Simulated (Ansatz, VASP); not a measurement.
# Pt in VASP and in Ansatz

INCAR

```
  PREC = Accurate
  ENCUT = 520
  EDIFF = 1E-7
  ISMEAR = 0
  SIGMA = 0.15
  LREAL = F
  LASPH = T
  NELM = 80
  ALGO = Normal
  ISIF = 2
  LWAVE = F
  LCHARG = F
  GGA = PE
  NBANDS = 11
```

KPOINTS

```
Automatic mesh
0
Gamma
  20 20 20
```

Contents of POSCAR:

```
Pt
1.0
    0.0000000000      2.0068475000      1.9089525000
    2.0068475000      0.0000000000      1.9089525000
    2.0068475000      2.0068475000      0.0000000000
Pt
1
Direct
    0.0000000000      0.0000000000      0.0000000000
```

Input for Ansatz:

```yaml
crystal:
  lattice:
    - [0.0, 2.0068475, 1.9089525]
    - [2.0068475, 0.0, 1.9089525]
    - [2.0068475, 2.0068475, 0.0]
  atoms:
    - { symbol: Pt, position: [0.0, 0.0, 0.0] }
basis:
  ecutwfc: 420
kpoints:
  mp_grid: { grid: [20, 20, 20] }
hamiltonian:
  xc: pbe
scf:
  occupations: { method: gaussian, width: 0.15 }
output:
  forces: true
  stress: true
  eigenvalues: true
```

Change from the starting cell: strain +0.025 along x and y, -0.025 along z, atoms carried along.

Alike in both runs: task single point; functional PBE; k mesh 20 × 20 × 20; occupations gaussian, width 0.15 eV; no spin polarisation.

```csv
,VASP,Ansatz
version,VASP 6.6.1,Ansatz 0.2.0
potentials or method,"VASP PAW PBE potentials, release 64 (Pt), cutoff 520 eV","scalar-relativistic, plane waves, PAW"
valence electrons in the cell,10,18
```

Ansatz gave:

* gap on the k mesh at the Fermi level (eV): none
* pressure (GPa): 4.8
* traceless stress, the component that is largest in VASP (GPa): 2.37

Which values does VASP return?

gap on the k mesh at the Fermi level (eV): none; pressure (GPa): 4.3; traceless stress, the component that is largest in VASP (GPa): 2.36.

A gap of «none» marks a metal or a gap that the smearing closes. With one functional, cell and mesh, what is left measures potentials, basis and numerics. VASP's potentials hold 10 valence electrons a cell and Ansatz's 18, so a difference there can come from the potentials and not from the codes.

Spin-orbit coupling is off throughout.
